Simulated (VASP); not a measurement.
Runs of VASP 6.6.1 on Rh. Symmetry: P6_3/mmc, No. 194, hexagonal system. The conventional cell has a = 2.731 Å, b = 2.731 Å, c = 4.428 Å, α = 90.00°, β = 90.00°, γ = 120.00°. Rh (site symmetry -6m2) has 12 Rh at 2.72 to 2.73 Å within 3.6 Å. 

```csv
k mesh,gap on the mesh (eV),pressure (GPa)
7 × 7 × 4,none,-19.6
9 × 9 × 5,none,-18.8
4 × 4 × 3,none,(a)
12 × 12 × 6,none,-18.8
6 × 6 × 3,none,-18.5
3 × 3 × 2,none,-9.3
```

Alike in all rows: task single point; level LDA; potentials or basis VASP PAW LDA potentials, release 64 (Rh_pv); no spin polarisation; cell as given; cutoff (eV) 520; smearing gaussian 0.1 eV.

Task: Fill in the values left out.

Result: (a) -21.6.

Caveats: some runs use coarse meshes.

A k mesh can miss the band edges, and the runs leave out spin-orbit coupling on Rh.

A gap of «none» marks levels without a gap at the run's occupations.
